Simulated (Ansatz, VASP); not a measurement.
# One calculation of Hg2O, two programs

```
Hg O
1.0
     0.00000    3.04250    3.04250
     3.04250    0.00000    3.04250
     3.04250    3.04250    0.00000
Hg O
2 1
Direct
  0.75000 0.75000 0.75000
  0.25000 0.25000 0.25000
  0.00000 0.00000 0.00000
```

Change from the starting cell: species swapped into the Sn2Ir type (Fm-3m, No. 225).

Alike in both runs: functional PBE; k mesh 4 × 4 × 4; occupations gaussian, width 0.15 eV; no spin polarisation.

Ansatz relaxed the structure, and its values are those at the end. VASP's run is a single point on that final structure, the one shown.

|  | VASP | Ansatz |
| --- | --- | --- |
| version | VASP 6.6.1 | Ansatz 0.2.0 |
| potentials or method | VASP PAW PBE potentials, release 64 (Hg, O), cutoff 600 eV | scalar-relativistic, plane waves, PAW |
| valence electrons in the cell | 30 | 46 |

Ansatz gave:

| Quantity | Value |
| --- | --- |
| gap on the k mesh at the Fermi level (eV) | none |
| pressure (GPa) | -0.2 |

Question: Estimate VASP's values.

Answer: gap on the k mesh at the Fermi level (eV): none; pressure (GPa): 0.3.

A gap of «none» marks a metal or a gap that the smearing closes. VASP's potentials hold 30 valence electrons a cell and Ansatz's 46, so a difference there can come from the potentials and not from the codes.

The k mesh is coarse, so the values compare programs but aren't converged. Spin-orbit coupling is off throughout.
